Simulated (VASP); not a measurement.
Crystal: GaAs.

```
CELL_PARAMETERS angstrom
0.00000 2.78864 2.78864
2.78864 0.00000 2.78864
2.78864 2.78864 0.00000
ATOMIC_POSITIONS crystal
As 0.75000 0.75000 0.75000
Ga 0.00000 0.00000 0.00000
```

Base run:

| Item | Value |
| --- | --- |
| Program | VASP 6.6.1 |
| Functional | BLYP |
| Potentials or basis | VASP PAW PBE potentials, release 64 (As, Ga_d) |
| Cutoff | 520 eV |
| k mesh | 8 × 8 × 8 |
| Occupations | fermi-dirac, width 0.05 eV |
| Spin | no spin polarisation |

Its results: band gap on the k mesh 0.71 eV, direct; pressure 10.9 GPa.

**Question.** After a change of settings the same cell gave: band gap on the k mesh 0.77 eV, direct; pressure 3.5 GPa. Which change was it?
A. functional from BLYP to PBE
B. functional from BLYP to PBEsol
C. functional from BLYP to RPBE; dispersion from none to D3(BJ)
D. functional from BLYP to r2SCAN

**Answer.** B.

PBEsol binds more tightly than BLYP, so the same cell stands under less pressure.

Caveats: the PAW data sets were made with another functional, which shifts forces and pressure a little.
